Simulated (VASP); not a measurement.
# MgO (zincblende type) (F-43m) in VASP: a series of runs, part 2 of 2

VASP 6.6.1. The steps go on from the part before.

### 4 Single point, PBE

This run uses another cell than the first one, of 12.26 Å³/atom, 1.064 times its volume.

INCAR

```
PREC     = Accurate       # precision mode
ENCUT    = 520            # plane-wave cutoff, eV
EDIFF    = 1E-7           # SCF threshold, eV
ISMEAR   = -1             # smearing method
SIGMA    = 0.05           # smearing width, eV
LREAL    = F              # projectors in reciprocal space
LASPH    = T              # aspherical terms in the spheres
NELM     = 60             # most SCF steps
ALGO     = Normal         # electronic algorithm
ISIF     = 2              # what is computed and relaxed
LWAVE    = F              # write WAVECAR
LCHARG   = T              # write CHGCAR
GGA      = PE             # functional
LELF     = T              # ELF
LVHAR    = T            
NBANDS   = 11             # bands
```

KPOINTS

```
regular mesh
0
Gamma
  15 15 15
```

POSCAR

```
MgO
1.0
    0.0000000000      2.3058973033      2.3058973033
    2.3058973033      0.0000000000      2.3058973033
    2.3058973033      2.3058973033      0.0000000000
Mg O
1 1
Direct
    0.0000000000      0.0000000000      0.0000000000
    0.2500000000      0.2500000000      0.2500000000
```

On the command line:

```
> cat potpaw_PBE.64/Mg/POTCAR potpaw_PBE.64/O/POTCAR > POTCAR
> mpirun -np 1 vasp_std > vasp.out
```

It took 19 s on 1 thread of Intel Xeon Platinum 8259CL at 2.50GHz (Skylake/Cascade Lake), shared host; peak memory 0.16 GiB.

It converged, with:

```yaml
Free_energy: -11.7012 eV
Pressure: -0.3 GPa
Band_gap_on_the_k_mesh: 3.47 eV, direct
```

Levels at points of the mesh, in eV from the valence-band top:
```tsv
k point	band 1	band 2	band 3	band 4	band 5	band 6	band 7	band 8
(0.00, 0.00, 0.00)	-15.81	0.00	0.00	0.00	3.47	16.47	16.47	16.47
```

A k mesh can miss the band edges.

### 5 Single point, PBE

This run uses another cell than the first one, of 12.26 Å³/atom, 1.064 times its volume.

INCAR

```
SYSTEM = MgO
PREC = Accurate
ENCUT = 520
EDIFF = 1E-6
ISMEAR = -1
SIGMA = 0.05
LREAL = .FALSE.
LASPH = .TRUE.
NELM = 100
ALGO = Normal
ISIF = 2
LWAVE = .FALSE.
LCHARG = .FALSE.
GGA = PE
NBANDS = 11
```

KPOINTS

```
Automatic mesh
0
G
  15 15 15
  0 0 0
```

POSCAR is that of step 4.

Potentials or basis: VASP PAW PBE potentials, release 64 (Mg, O).

On the command line:

```
> cat potpaw_PBE.64/Mg/POTCAR potpaw_PBE.64/O/POTCAR > POTCAR
> mpirun -np 1 vasp_std > vasp.out
```

OUTCAR:

```text
SYSTEM = MgO
   PREC = Accurate
   ENCUT = 520
   EDIFF = 1E-6
   ISMEAR = -1
   LREAL = .FALSE.
   LASPH = .TRUE.
   NELM = 100
   ISIF = 2
   GGA = PE

 ion  position               nearest neighbor table
   1  0.000  0.000  0.000-   2 2.00   2 2.00   2 2.00   2 2.00
   2  0.250  0.250  0.250-   1 2.00   1 2.00   1 2.00   1 2.00

  LATTYP: Found a face centered cubic cell.
 ALAT       =     4.6117946066

  Lattice vectors:

 A1 = (   0.0000000000,   2.3058973033,   2.3058973033)
 A2 = (   2.3058973033,   0.0000000000,   2.3058973033)
 A3 = (   2.3058973033,   2.3058973033,   0.0000000000)

Analysis of symmetry for initial positions (statically):
=====================================================================
 Subroutine PRICEL returns:
 Original cell was already a primitive cell.

 Routine SETGRP: Setting up the symmetry group for a
 face centered cubic supercell.

 Subroutine GETGRP returns: Found 24 space group operations
 (whereof 24 operations were pure point group operations)
 out of a pool of 48 trial point group operations.

The static configuration has the point symmetry T_d .

Analysis of symmetry for dynamics (positions and initial velocities):
=====================================================================
 Subroutine PRICEL returns:
 Original cell was already a primitive cell.

 Routine SETGRP: Setting up the symmetry group for a
 face centered cubic supercell.

 Subroutine GETGRP returns: Found 24 space group operations
 (whereof 24 operations were pure point group operations)
 out of a pool of 48 trial point group operations.

The dynamic configuration has the point symmetry T_d .

 Subroutine INISYM returns: Found 24 space group operations
 (whereof 24 operations are pure point group operations),
 and found     1 'primitive' translations

----------------------------------------------------------------------------------------

                                     Primitive cell

  volume of cell :      24.5217
[... 110 lines left out ...]
  volume/ion in A,a.u.               =      12.26        82.74
  Fermi-wavevector in a.u.,A,eV,Ry     =   1.126994  2.129710 17.280965  1.270115
  Thomas-Fermi vector in A             =   2.263678
   LORBIT       =      0    0 simple, 1 ext, 2 COOP (PROOUT), +10 PAW based schemes
   GGA     = PE    functional components
   LHFCALC =     F    Hartree Fock is set to
   AEXX    =    0.0000 exact exchange contribution
   IVDW    =     0    specifies the selected vdW correction
   LEPSILON=     F    determine dielectric tensor
   LRPA    =     F    only Hartree local field effects (RPA)
 non-spin polarized calculation
  energy-cutoff  :      520.00
  volume of cell :       24.52
 maximum number of plane-waves:       680
   NGX = 13   NGY = 13   NGZ = 13

 number of electron       8.0000001 magnetization

 Free energy of the ion-electron system (eV)
  ---------------------------------------------------
  ext. energy  EPLUGINS =         0.00000000
  ---------------------------------------------------
  free energy    TOTEN  =       -11.70116533 eV

  energy without entropy =      -11.70116533  energy(sigma->0) =      -11.70116533

 E-fermi :   1.8188     XC(G=0):  -9.5871

 val. band max:        0.6291574655   @ k =   0.0000   0.0000   0.0000
 cond. band min:       4.0961381003   @ k =   0.0000   0.0000   0.0000
 fundamental gap:      3.4669806348
 Fermi energy:         1.8187886167

 k-point     1 :       0.0000    0.0000    0.0000
  band No.  band energies     occupation
      1     -15.1827      2.00000
      2       0.6292      2.00000
      3       0.6292      2.00000
      4       0.6292      2.00000
      5       4.0961      0.00000
      6      17.1022      0.00000
      7      17.1022      0.00000
      8      17.1022      0.00000
      9      20.6543      0.00000
     10      20.6546      0.00000
     11      20.6876      0.00000
[... 309 lines left out ...]
 k-point    24 :       0.2000    0.1333    0.0000
  band No.  band energies     occupation
      1     -14.9741      2.00000
      2      -0.5430      2.00000
      3       0.4408      2.00000
      4       0.4556      2.00000
      5       5.7982      0.00000
      6      14.9353      0.00000
      7      15.7697      0.00000
      8      16.7093      0.00000
      9      17.1602      0.00000
     10      21.0665      0.00000
     11      21.9019      0.00000

 [... further k-points ...]
[... 5 lines left out ...]
  --------------------------------------------------------------------------------------
  -------------------------------------------------------------------------------------
  Total       -0.0541956     -0.0541956     -0.0541956      0.0000000      0.0000000      0.0000000
  in kB       -3.5409892     -3.5409892     -3.5409892      0.0000000      0.0000000      0.0000000
  external PRESSURE =      -3.5409892 kB  Pullay stress =       0.0000000 kB

 VOLUME and BASIS-vectors are now :
 -----------------------------------------------------------------------------
  energy-cutoff  :      520.00
  volume of cell :       24.52
      direct lattice vectors                 reciprocal lattice vectors
     0.000000000  2.305897303  2.305897303    -0.216835329  0.216835329  0.216835329
     2.305897303  0.000000000  2.305897303     0.216835329 -0.216835329  0.216835329
     2.305897303  2.305897303  0.000000000     0.216835329  0.216835329 -0.216835329

 POSITION                                       TOTAL-FORCE (eV/Angst)
 -----------------------------------------------------------------------------------
      0.00000      0.00000      0.00000         0.000000     -0.000000     -0.000000
      1.15295      1.15295      1.15295        -0.000000      0.000000      0.000000
 -----------------------------------------------------------------------------------
    total drift:                               -0.000000     -0.000000     -0.000000

  FREE ENERGIE OF THE ION-ELECTRON SYSTEM (eV)
  ---------------------------------------------------
  free  energy   TOTEN  =       -11.7011653285 eV

  energy  without entropy=      -11.7011653285  energy(sigma->0) =      -11.70116533
```

stdout:

```text
POSCAR found type information on POSCAR MgO
 POSCAR found :  2 types and       2 ions
 scaLAPACK will be used
 LDA part: xc-table for (Slater+PW92), standard interpolation
 POSCAR, INCAR and KPOINTS ok, starting setup
 FFT: planning ... GRIDC
 FFT: planning ... GRID_SOFT
 FFT: planning ... GRID
 WAVECAR not read
 entering main loop
```

It took 20 s on 1 thread of Intel Xeon Platinum 8259CL at 2.50GHz (Skylake/Cascade Lake), shared host; peak memory 0.16 GiB.

Results:

```yaml
Free_energy: -11.7012 eV
Pressure: -0.4 GPa
Band_gap_on_the_k_mesh: 3.47 eV, direct
```

A k mesh can miss the band edges.
